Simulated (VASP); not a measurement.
# KCl in VASP: notebook, part 2 of 2

VASP 6.6.1.

### 4 Single point, PBE (strained)

The input, INCAR:

```
SYSTEM = KCl
PREC = Accurate
ENCUT = 520
EDIFF = 1E-6
ISMEAR = 0
SIGMA = 0.02
LREAL = .False.
LASPH = .True.
NELM = 60
ALGO = Normal
ISIF = 2
LWAVE = .False.
LCHARG = .False.
GGA = PE
NBANDS = 15
```

The input, KPOINTS:

```
Automatic mesh
0
Gamma
  6 6 6
  0 0 0
```

The input, POSCAR:

```
KCl
1.0
    3.9566370056      0.0000000000      0.0000000000
    0.0000000000      3.9566370056      0.0000000000
    0.0000000000      0.0000000000      3.9566370056
K Cl
1 1
Direct
    0.0000000000      0.0000000000      0.0000000000
    0.5000000000      0.5000000000      0.5000000000
```

Potentials or basis: VASP PAW PBE potentials, release 64 (K_sv, Cl).

Started as:

```console
> cat potpaw_PBE.64/K_sv/POTCAR potpaw_PBE.64/Cl/POTCAR > POTCAR
> mpirun -np 1 vasp_std > vasp.out
```

OUTCAR:

```text
SYSTEM = KCl
   PREC = Accurate
   ENCUT = 520
   EDIFF = 1E-6
   ISMEAR = 0
   LREAL = .False.
   LASPH = .True.
   NELM = 60
   ISIF = 2
   GGA = PE

 ion  position               nearest neighbor table
   1  0.000  0.000  0.000-
   2  0.500  0.500  0.500-

  LATTYP: Found a simple cubic cell.
 ALAT       =     3.9566370056

  Lattice vectors:

 A1 = (   3.9566370056,   0.0000000000,   0.0000000000)
 A2 = (   0.0000000000,   3.9566370056,   0.0000000000)
 A3 = (   0.0000000000,   0.0000000000,   3.9566370056)

Analysis of symmetry for initial positions (statically):
=====================================================================
 Subroutine PRICEL returns:
 Original cell was already a primitive cell.

 Routine SETGRP: Setting up the symmetry group for a
 simple cubic supercell.

 Subroutine GETGRP returns: Found 48 space group operations
 (whereof 48 operations were pure point group operations)
 out of a pool of 48 trial point group operations.

The static configuration has the point symmetry O_h .

Analysis of symmetry for dynamics (positions and initial velocities):
=====================================================================
 Subroutine PRICEL returns:
 Original cell was already a primitive cell.

 Routine SETGRP: Setting up the symmetry group for a
 simple cubic supercell.

 Subroutine GETGRP returns: Found 48 space group operations
 (whereof 48 operations were pure point group operations)
 out of a pool of 48 trial point group operations.

The dynamic configuration has the point symmetry O_h .

 Subroutine INISYM returns: Found 48 space group operations
 (whereof 48 operations are pure point group operations),
 and found     1 'primitive' translations

----------------------------------------------------------------------------------------

                                     Primitive cell

  volume of cell :      61.9411

  direct lattice vectors                    reciprocal lattice vectors
     3.956637006  0.000000000  0.000000000     0.252739890  0.000000000  0.000000000
     0.000000000  3.956637006  0.000000000     0.000000000  0.252739890  0.000000000
     0.000000000  0.000000000  3.956637006     0.000000000  0.000000000  0.252739890

  length of vectors
     3.956637006  3.956637006  3.956637006     0.252739890  0.252739890  0.252739890

  position of ions in fractional coordinates (direct lattice)
     0.000000000  0.000000000  0.000000000
     0.500000000  0.500000000  0.500000000

  ion indices of the primitive-cell ions
   primitive index   ion index
                 1           1
                 2           2

----------------------------------------------------------------------------------------

 KPOINTS: Automatic mesh

Automatic generation of k-mesh.
 Grid dimensions read from file:
 generate k-points for:    6    6    6

 Generating k-lattice:

  Cartesian coordinates                     Fractional coordinates (reciprocal lattice)
     0.042123315  0.000000000  0.000000000     0.166666667  0.000000000  0.000000000
     0.000000000  0.042123315  0.000000000     0.000000000  0.166666667  0.000000000
     0.000000000  0.000000000  0.042123315     0.000000000  0.000000000  0.166666667

  Length of vectors
     0.042123315  0.042123315  0.042123315

  Shift w.r.t. Gamma in fractional coordinates (k-lattice)
     0.000000000  0.000000000  0.000000000

 Subroutine IBZKPT returns following result:
 ===========================================

 Found     20 irreducible k-points:

 Following reciprocal coordinates:
            Coordinates               Weight
  0.000000  0.000000  0.000000      1.000000
  0.166667  0.000000  0.000000      6.000000
  0.333333  0.000000  0.000000      6.000000
  0.500000  0.000000  0.000000      3.000000
  0.166667  0.166667  0.000000     12.000000
  0.333333  0.166667  0.000000     24.000000
[... 12 lines left out ...]
  0.500000  0.500000  0.333333      6.000000
  0.500000  0.500000  0.500000      1.000000
   k-points           NKPTS =     20   k-points in BZ     NKDIM =     20   number of bands    NBANDS=     15
   number of dos      NEDOS =    301   number of ions     NIONS =      2
   total plane-waves  NPLWV =  27000
   dimension x,y,z NGX =    30 NGY =   30 NGZ =   30
   dimension x,y,z NGXF=    60 NGYF=   60 NGZF=   60
   ions per type =               1   1
   NGX,Y,Z   is equivalent  to a cutoff of  12.61, 12.61, 12.61 a.u.
   NGXF,Y,Z  is equivalent  to a cutoff of  25.21, 25.21, 25.21 a.u.
 SYSTEM =  KCl
   PREC   = accura    normal or accurate (medium, high low for compatibility)
   ISTART =      0    job   : 0-new  1-cont  2-samecut
   ICHARG =      2    charge: 1-file 2-atom 10-const
   ISPIN  =      1    spin polarized calculation?
   LNONCOLLINEAR =      F non collinear calculations
   LSORBIT =      F    spin-orbit coupling
   LASPH  =      T    aspherical Exc in radial PAW
   ENCUT  =  520.0 eV  38.22 Ry    6.18 a.u.   7.36  7.36  7.36*2*pi/ulx,y,z
   NELM   =     60;   NELMIN=  2; NELMDL= -5     # of ELM steps
   EDIFF  = 0.1E-05   stopping-criterion for ELM
   LREAL  =      F    real-space projection
   EDIFFG = 0.1E-04   stopping-criterion for IOM
   NSW    =      0    number of steps for IOM
   IBRION =     -1    ionic relax: 0-MD 1-quasi-New 2-CG
   NFREE  =      0    steps in history (QN), initial steepest desc. (CG)
   ISIF   =      2    stress and relaxation
   ISYM   =      2    0-nonsym 1-usesym 2-fastsym
   POTIM  = 0.5000    time-step for ionic-motion
   TEBEG  =    0.0;   TEEND  =   0.0 temperature during run
   PSTRESS=    0.0 pullay stress
   NELECT =      16.0000    total number of electrons
   NUPDOWN=      -1.0000    fix difference up-down
   EMIN   =  10.00;   EMAX   =-10.00  energy-range for DOS
   EFERMI =   0.00;   METHOD = LEGACY
   ISMEAR =     0;   SIGMA  =   0.02  broadening in eV -4-tet -1-fermi 0-gaus
   EFERMI_NEDOS =   21; number of points for ismear=-14 and -15
   IALGO  =     38    algorithm
   IMIX   =      4    mixing-type and parameters
     AMIX     =   0.40;   BMIX     =  1.00
     AMIX_MAG =   1.60;   BMIX_MAG =  1.00
  volume/ion in A,a.u.               =      30.97       209.00
  Fermi-wavevector in a.u.,A,eV,Ry     =   1.042610  1.970248 14.790022  1.087036
  Thomas-Fermi vector in A             =   2.177283
   LORBIT       =      0    0 simple, 1 ext, 2 COOP (PROOUT), +10 PAW based schemes
   GGA     = PE    functional components
   LHFCALC =     F    Hartree Fock is set to
   AEXX    =    0.0000 exact exchange contribution
   IVDW    =     0    specifies the selected vdW correction
   LEPSILON=     F    determine dielectric tensor
   LRPA    =     F    only Hartree local field effects (RPA)
 non-spin polarized calculation
 Gauss-broadening in eV      SIGMA  =   0.02
  energy-cutoff  :      520.00
  volume of cell :       61.94
 maximum number of plane-waves:      1743
 NGX is ok and might be reduce to    30
   NGX = 15   NGY = 15   NGZ = 15

 number of electron      15.9999992 magnetization

 Free energy of the ion-electron system (eV)
  ---------------------------------------------------
  ext. energy  EPLUGINS =         0.00000000
  ---------------------------------------------------
  free energy    TOTEN  =        -6.63079100 eV

  energy without entropy =       -6.63079100  energy(sigma->0) =       -6.63079100

 E-fermi :  -1.0873     XC(G=0):  -7.6883

 val. band max:       -1.2435266819   @ k =   0.5000   0.5000   0.0000
 cond. band min:       3.2028496909   @ k =   0.0000   0.0000   0.0000
 fundamental gap:      4.4463763728
 Fermi energy:        -1.0873292141

 k-point     1 :       0.0000    0.0000    0.0000
  band No.  band energies     occupation
      1     -29.4843      2.00000
      2     -13.6555      2.00000
      3     -12.8852      2.00000
      4     -12.8852      2.00000
      5     -12.8852      2.00000
      6      -1.4282      2.00000
      7      -1.4282      2.00000
      8      -1.4282      2.00000
      9       3.2028      0.00000
     10       5.3730      0.00000
     11       5.3730      0.00000
     12       9.1332      0.00000
     13       9.1332      0.00000
     14       9.1332      0.00000
[... 329 lines left out ...]
      2     -13.3442      2.00000
      3     -13.0134      2.00000
      4     -13.0134      2.00000
      5     -13.0134      2.00000
      6      -2.3544      2.00000
      7      -2.3544      2.00000
      8      -2.3544      2.00000
      9       7.2718      0.00000
     10       7.2718      0.00000
     11       7.2718      0.00000
     12       8.2453      0.00000
     13       8.2453      0.00000
     14       8.2453      0.00000
     15      10.5416      0.00000

------------------------ aborting loop because EDIFF is reached ----------------------------------------

  FORCE on cell =-STRESS in cart. coord.  units (eV):
  Direction    XX          YY          ZZ          XY          YZ          ZX
  --------------------------------------------------------------------------------------
  -------------------------------------------------------------------------------------
  Total       -0.5421129     -0.5421129     -0.5421129     -0.0000000     -0.0000000     -0.0000000
  in kB      -14.0223792    -14.0223792    -14.0223792     -0.0000000     -0.0000000     -0.0000000
  external PRESSURE =     -14.0223792 kB  Pullay stress =       0.0000000 kB

 VOLUME and BASIS-vectors are now :
 -----------------------------------------------------------------------------
  energy-cutoff  :      520.00
  volume of cell :       61.94
      direct lattice vectors                 reciprocal lattice vectors
     3.956637006  0.000000000  0.000000000     0.252739890  0.000000000  0.000000000
     0.000000000  3.956637006  0.000000000     0.000000000  0.252739890  0.000000000
     0.000000000  0.000000000  3.956637006     0.000000000  0.000000000  0.252739890

 POSITION                                       TOTAL-FORCE (eV/Angst)
 -----------------------------------------------------------------------------------
      0.00000      0.00000      0.00000         0.000000      0.000000      0.000000
      1.97832      1.97832      1.97832         0.000000      0.000000      0.000000
 -----------------------------------------------------------------------------------
    total drift:                                0.000000      0.000000     -0.000000

  FREE ENERGIE OF THE ION-ELECTRON SYSTEM (eV)
  ---------------------------------------------------
  free  energy   TOTEN  =        -6.6307910018 eV

  energy  without entropy=       -6.6307910018  energy(sigma->0) =       -6.63079100
```

stdout:

```text
POSCAR found type information on POSCAR K Cl
 POSCAR found :  2 types and       2 ions
 scaLAPACK will be used
 LDA part: xc-table for (Slater+PW92), standard interpolation
 POSCAR, INCAR and KPOINTS ok, starting setup
 FFT: planning ... GRIDC
 FFT: planning ... GRID_SOFT
 FFT: planning ... GRID
 WAVECAR not read
 entering main loop
```

Run time: 21 s. Hardware: 1 thread of AMD EPYC 7R43 (Zen 3), shared host; peak memory 0.14 GiB.

What came out:

```yaml
Free_energy: -6.6308 eV
Pressure: -1.4 GPa
Band_gap_on_the_k_mesh: 4.45 eV (least direct gap 4.63 eV)
```

Levels at points of the mesh, in eV from the valence-band top:
| k point | band 5 | band 6 | band 7 | band 8 | band 9 | band 10 | band 11 | band 12 |
| --- | --- | --- | --- | --- | --- | --- | --- | --- |
| (0.00, 0.00, 0.00) | -11.64 | -0.18 | -0.18 | -0.18 | 4.45 | 6.62 | 6.62 | 10.38 |
| (0.50, 0.00, 0.00) | -11.49 | -1.53 | -0.17 | -0.17 | 7.28 | 7.73 | 7.82 | 10.08 |
| (0.50, 0.50, 0.00) | -11.60 | -1.06 | -1.06 | 0.00 | 6.10 | 7.16 | 8.83 | 8.83 |
| (0.50, 0.50, 0.50) | -11.77 | -1.11 | -1.11 | -1.11 | 8.52 | 8.52 | 8.52 | 9.49 |

Caveat: the cell differs from its parent crystal (strained).

### 5 Single point, PBE (atoms moved at random and the cell strained at random)

The input, INCAR:

```
SYSTEM = KCl
PREC = Accurate
ENCUT = 520
EDIFF = 1E-6
ISMEAR = 0
SIGMA = 0.02
LREAL = .False.
LASPH = .True.
NELM = 100
ALGO = Normal
ISIF = 2
LWAVE = .False.
LCHARG = .True.
GGA = PE
LELF = .True.
LVHAR = .True.
NBANDS = 15
```

The input, KPOINTS:

```
regular mesh
0
Gamma
  6 6 6
  0 0 0
```

The input, POSCAR:

```
KCl
1.0
    3.8453387136      0.0175835177     -0.0562826134
    0.0175835177      3.7001787128     -0.0467614073
   -0.0562826134     -0.0467614073      3.7601469544
K Cl
1 1
Direct
   -0.0056678534     -0.0070743979     -0.0127292277
    0.5056678534      0.5070743979      0.5127292277
```

Started as:

```console
> cat potpaw_PBE.64/K_sv/POTCAR potpaw_PBE.64/Cl/POTCAR > POTCAR
> mpirun -np 1 vasp_std > vasp.out
```

Wall time 72 s (1 thread of AMD EPYC 7R43 (Zen 3), shared host); peak memory 0.18 GiB.

Results (log left out):

| Quantity | Value |
| --- | --- |
| Free energy | -6.6288 eV |
| Pressure | 1.3 GPa |
| Largest force | 0.136 eV/Å |
| Band gap on the k mesh | 4.95 eV (least direct gap 5.14 eV) |

Forces on the atoms (eV/Å):
```
K    0.058  0.062  0.105
Cl  -0.058 -0.062 -0.105
```

Stress tensor (GPa, compression positive):
```
0.42 0.04 0.29
0.04 2.16 0.23
0.29 0.23 1.39
```

Levels at points of the mesh, in eV from the valence-band top:
| k point | band 4 | band 5 | band 6 | band 7 | band 8 | band 9 | band 10 | band 11 | band 12 | band 13 |
| --- | --- | --- | --- | --- | --- | --- | --- | --- | --- | --- |
| (0.00, 0.00, 0.00) | -11.42 | -11.41 | -0.41 | -0.29 | -0.19 | 4.95 | 6.39 | 6.53 | 10.54 | 10.69 |
| (0.50, 0.00, 0.00) | -11.38 | -11.21 | -1.98 | -0.34 | -0.21 | 7.79 | 7.89 | 8.31 | 9.95 | 10.81 |
| (0.00, 0.50, 0.00) | -11.38 | -11.28 | -2.00 | -0.44 | -0.26 | 7.87 | 7.91 | 8.59 | 9.85 | 10.52 |
| (0.50, 0.50, 0.00) | -11.64 | -11.36 | -1.41 | -1.31 | -0.07 | 6.14 | 7.30 | 8.88 | 9.01 | 11.60 |
| (0.00, 0.00, 0.50) | -11.38 | -11.25 | -1.99 | -0.44 | -0.20 | 7.82 | 7.89 | 8.52 | 10.03 | 10.56 |
| (0.50, 0.00, 0.50) | -11.63 | -11.35 | -1.40 | -1.32 | 0.00 | 6.10 | 7.43 | 9.06 | 9.14 | 11.49 |
| (0.00, 0.50, 0.50) | -11.67 | -11.36 | -1.39 | -1.32 | -0.18 | 6.20 | 7.10 | 8.71 | 8.76 | 11.65 |
| (0.50, 0.50, 0.50) | -11.62 | -11.57 | -1.56 | -1.52 | -1.48 | 8.67 | 8.92 | 9.02 | 9.85 | 10.15 |

Caveat: the cell differs from its parent crystal (atoms moved at random and the cell strained at random).

### 6 Summary

| cell | gap on the mesh (eV) | pressure (GPa) |
| --- | --- | --- |
| a = 3.801 Å, 2 atoms, atomic positions A | 4.93 | 0.6 |
| a = 3.882 Å, 2 atoms, atomic positions A | 4.66 | -0.6 |
| a = 3.957 Å, 2 atoms, atomic positions A | 4.45 | -1.4 |
| a = 3.846, b = 3.701, c = 3.761 Å, angles 91.4, 91.7, 89.5°, 2 atoms, atomic positions B | 4.95 | 1.3 |

Alike in all rows: task single point; level PBE; potentials or basis VASP PAW PBE potentials, release 64 (K_sv, Cl); no spin polarisation; k mesh 6 × 6 × 6; cutoff (eV) 520; smearing gaussian 0.02 eV.

Absolute energies hang on the potentials; compare differences alone.
